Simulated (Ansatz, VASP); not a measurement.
## One calculation of CsSnI3, two programs

POSCAR

```
CsSnI3
1.0
    6.2414907048      0.0000000000      0.0000000000
    0.0000000000      6.2414907048      0.0000000000
    0.0000000000      0.0000000000      6.4287354260
Cs Sn I
1 1 3
Direct
    0.0000000000      0.0000000000      0.0000000000
    0.5000000000      0.5000000000      0.5000000000
    0.5000000000      0.5000000000      0.0000000000
    0.5000000000      0.0000000000      0.5000000000
    0.0000000000      0.5000000000      0.5000000000
```

File INCAR.step1:

```
ALGO     = Normal         # electronic algorithm
EDIFF    = 1E-4           # SCF threshold, eV
ENCUT    = 520            # plane-wave cutoff, eV
GGA      = PE             # functional
ISMEAR   = 0              # smearing method
LASPH    = T              # aspherical terms in the spheres
LCHARG   = F              # write CHGCAR
LREAL    = F              # projectors in reciprocal space
LWAVE    = T              # write WAVECAR
NBANDS   = 30             # bands
NELM     = 80             # most SCF steps
PREC     = Accurate       # precision mode
SIGMA    = 0.01           # smearing width, eV
```

Contents of INCAR.step2:

```
ALGO     = Normal         # electronic algorithm
EDIFF    = 1E-6           # SCF threshold, eV
ENCUT    = 520            # plane-wave cutoff, eV
ISIF     = 2              # what is computed and relaxed
ISMEAR   = 0              # smearing method
ISTART   = 1            
LASPH    = T              # aspherical terms in the spheres
LCHARG   = T              # write CHGCAR
LELF     = T              # ELF
LMIXTAU  = T            
LREAL    = F              # projectors in reciprocal space
LVHAR    = T            
LWAVE    = F              # write WAVECAR
METAGGA  = R2SCAN         # meta-GGA
NBANDS   = 30             # bands
NELM     = 80             # most SCF steps
PREC     = Accurate       # precision mode
SIGMA    = 0.01           # smearing width, eV
```

File KPOINTS:

```
k-points
0
Gamma
  4 4 4
```

Input for Ansatz:

```yaml
crystal:
  lattice:
    - [6.2414907048, 0.0, 0.0]
    - [0.0, 6.2414907048, 0.0]
    - [0.0, 0.0, 6.428735426]
  atoms:
    - { symbol: Cs, position: [0.0, 0.0, 0.0] }
    - { symbol: Sn, position: [0.5, 0.5, 0.5] }
    - { symbol: I, position: [0.5, 0.5, 0.0] }
    - { symbol: I, position: [0.5, 0.0, 0.5] }
    - { symbol: I, position: [0.0, 0.5, 0.5] }
kpoints:
  mp_grid: { grid: [4, 4, 4] }
  band_path:
    path: [[0.0, 0.0, 0.0], [0.0, 0.5, 0.0], [0.5, 0.5, 0.0], [0.5, 0.5, 0.5]]
    npoints: 1
hamiltonian:
  xc: r2scan
scf:
  occupations: { method: fixed }
  n_extra_bands: 5
output:
  forces: true
  stress: true
  eigenvalues: true
```

Change from the starting cell: uniaxial_z strain +3.0%.

Alike in both runs: task single point; functional r2SCAN; k mesh 4 × 4 × 4; no spin polarisation.

|  | VASP | Ansatz |
| --- | --- | --- |
| version | VASP 6.6.1 | Ansatz 0.2.0 |
| potentials or method | VASP PAW PBE potentials, release 64 (Cs_sv, Sn_d, I) | plane waves, PAW |
| plane-wave cutoff (eV) | 520 | 500 |
| occupations | gaussian, width 0.01 eV | fixed |
| valence electrons in the cell | 44 | 74 |

```tsv
	VASP	Ansatz	Ansatz less VASP
gap on the k mesh at the Fermi level (eV)	0.50	0.51	+0.001
pressure (GPa)	-0.4	-0.4	+0.01
traceless stress, the component that is largest in VASP (GPa)	-0.60	-0.60	+0.001
```

VASP's potentials were made for PBE, not for r2SCAN. VASP's potentials hold 44 valence electrons a cell and Ansatz's 74, so a difference there can come from the potentials and not from the codes.

Spin-orbit coupling is off throughout.
